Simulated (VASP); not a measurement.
# Be (P6_3/mmc) in VASP: further runs, part 2 of 2

VASP 6.6.1.

**3. Single point, r2SCAN**

This run uses another cell than the first one, of 7.90 Å³/atom.

Input file POSCAR:

```
Be
1.0
    2.2544682872      0.0000000000      0.0000000000
   -1.1272341436      1.9524268087      0.0000000000
    0.0000000000      0.0000000000      7.1798846917
Be
4
Direct
    1.0000000000      1.0000000000      1.0000000000
    0.0000000000      1.0000000000      0.5000000000
    0.3333333333      0.6666666667      0.2500000000
    0.6666666667      0.3333333333      0.7500000000
```

Input file INCAR.step1:

```
SYSTEM = Be
PREC = Accurate
ENCUT = 520
ISMEAR = -1
SIGMA = 0.1
LREAL = .FALSE.
LASPH = .TRUE.
NELM = 80
NBANDS = 12
GGA = PE
ALGO = Normal
EDIFF = 1E-4
LWAVE = .TRUE.
LCHARG = .FALSE.
```

Input file INCAR.step2:

```
SYSTEM = Be
PREC = Accurate
ENCUT = 520
EDIFF = 1E-6
ISMEAR = -1
SIGMA = 0.1
LREAL = .FALSE.
LASPH = .TRUE.
NELM = 80
ALGO = Normal
ISIF = 2
LWAVE = .FALSE.
LCHARG = .FALSE.
METAGGA = R2SCAN
LMIXTAU = .TRUE.
NBANDS = 12
ISTART = 1
```

Input file KPOINTS:

```
Automatic mesh
0
G
  21 21 6
  0 0 0
```

Potentials or basis: VASP PAW PBE potentials, release 64 (Be).

The run is started by

```bash
cat potpaw_PBE.64/Be/POTCAR > POTCAR
cp INCAR.step1 INCAR
mpirun -np 1 vasp_std > vasp.out
cp INCAR.step2 INCAR
mpirun -np 1 vasp_std > vasp.out
```

OUTCAR:

```text
SYSTEM = Be
   PREC = Accurate
   ENCUT = 520
   EDIFF = 1E-6
   ISMEAR = -1
   LREAL = .FALSE.
   LASPH = .TRUE.
   NELM = 80
   ISIF = 2
   METAGGA = R2SCAN
   ISTART = 1

 ion  position               nearest neighbor table
   1  0.000  0.000  0.000-   3 2.22   4 2.22   3 2.22   4 2.22   4 2.22   3 2.22
   2  0.000  0.000  0.500-   3 2.22   4 2.22   3 2.22   4 2.22   4 2.22   3 2.22
   3  0.333  0.667  0.250-   1 2.22   2 2.22   1 2.22   2 2.22   1 2.22   2 2.22
   4  0.667  0.333  0.750-   1 2.22   2 2.22   1 2.22   2 2.22   1 2.22   2 2.22
[... 563 lines left out ...]
  Direction    XX          YY          ZZ          XY          YZ          ZX
  --------------------------------------------------------------------------------------
  -------------------------------------------------------------------------------------
  Total        0.0078512      0.0078512      0.1127924      0.0000000      0.0000000      0.0000000
  in kB        0.3980236      0.3980236      5.7181287      0.0000000      0.0000000      0.0000000
  external PRESSURE =       2.1713920 kB  Pullay stress =       0.0000000 kB

 VOLUME and BASIS-vectors are now :
 -----------------------------------------------------------------------------
  energy-cutoff  :      520.00
  volume of cell :       31.60
      direct lattice vectors                 reciprocal lattice vectors
     2.254468287  0.000000000  0.000000000     0.443563569  0.256091546  0.000000000
    -1.127234144  1.952426809  0.000000000     0.000000000  0.512183092  0.000000000
     0.000000000  0.000000000  7.179884692     0.000000000  0.000000000  0.139278003

 POSITION                                       TOTAL-FORCE (eV/Angst)
 -----------------------------------------------------------------------------------
      0.00000      0.00000      0.00000         0.000000     -0.000000     -0.000000
      0.00000      0.00000      3.58994        -0.000000     -0.000000     -0.000000
     -0.00000      1.30162      1.79497        -0.000000      0.000000     -0.000000
      1.12723      0.65081      5.38491         0.000000     -0.000000      0.000000
 -----------------------------------------------------------------------------------
    total drift:                               -0.000000      0.000000     -0.000000

  FREE ENERGIE OF THE ION-ELECTRON SYSTEM (eV)
  ---------------------------------------------------
  free  energy   TOTEN  =       -17.2333299803 eV

  energy  without entropy=      -17.2230051922  energy(sigma->0) =      -17.22816759
```

OSZICAR.step1:

```text
N       E                     dE             d eps       ncg     rms          rms(c)
DAV:   1     0.194387787306E+01    0.19439E+01   -0.36255E+03  4616   0.568E+02
DAV:   2    -0.145976942364E+02   -0.16542E+02   -0.15649E+02  6052   0.103E+02
DAV:   3    -0.150673355510E+02   -0.46964E+00   -0.46605E+00  6768   0.121E+01
DAV:   4    -0.150689712613E+02   -0.16357E-02   -0.16350E-02  5516   0.749E-01
DAV:   5    -0.150689771112E+02   -0.58499E-05   -0.58490E-05  6440   0.408E-02    0.166E+00
DAV:   6    -0.149789959510E+02    0.89981E-01   -0.11559E-02  5336   0.115E+00    0.102E+00
DAV:   7    -0.149435072988E+02    0.35489E-01   -0.12308E-02  5148   0.121E+00    0.383E-02
DAV:   8    -0.149434262922E+02    0.81007E-04   -0.14299E-04  5992   0.726E-02
   1 F= -.14943426E+02 E0= -.14938032E+02  d E =-.107879E-01
```

Wall time 2.4 min (1 thread of Intel Xeon Platinum 8559C (Emerald Rapids), shared host); peak memory 0.18 GiB.

What came out:

| Quantity | Value |
| --- | --- |
| Free energy | -17.2333 eV |
| Pressure | 0.2 GPa |
| Band gap on the k mesh | zero (bands 4 and 5 overlap by 1.75 eV) |

Stress tensor (GPa, compression positive):
```
0.04 0.00 0.00
0.00 0.04 0.00
0.00 0.00 0.57
```

Levels at points of the mesh, in eV from the Fermi level:
| k point | band 1 | band 2 | band 3 | band 4 | band 5 | band 6 | band 7 | band 8 | band 9 |
| --- | --- | --- | --- | --- | --- | --- | --- | --- | --- |
| (0.00, 0.00, 0.00) | -12.41 | -10.12 | -10.09 | -5.04 | 0.70 | 10.89 | 10.91 | 17.55 | 17.55 |
| (0.00, 0.00, 0.50) | -11.83 | -11.83 | -7.34 | -7.34 | 4.33 | 4.33 | 17.94 | 17.94 | 17.94 |

Caveat: the PAW data sets were made with another functional, which shifts forces and pressure a little.
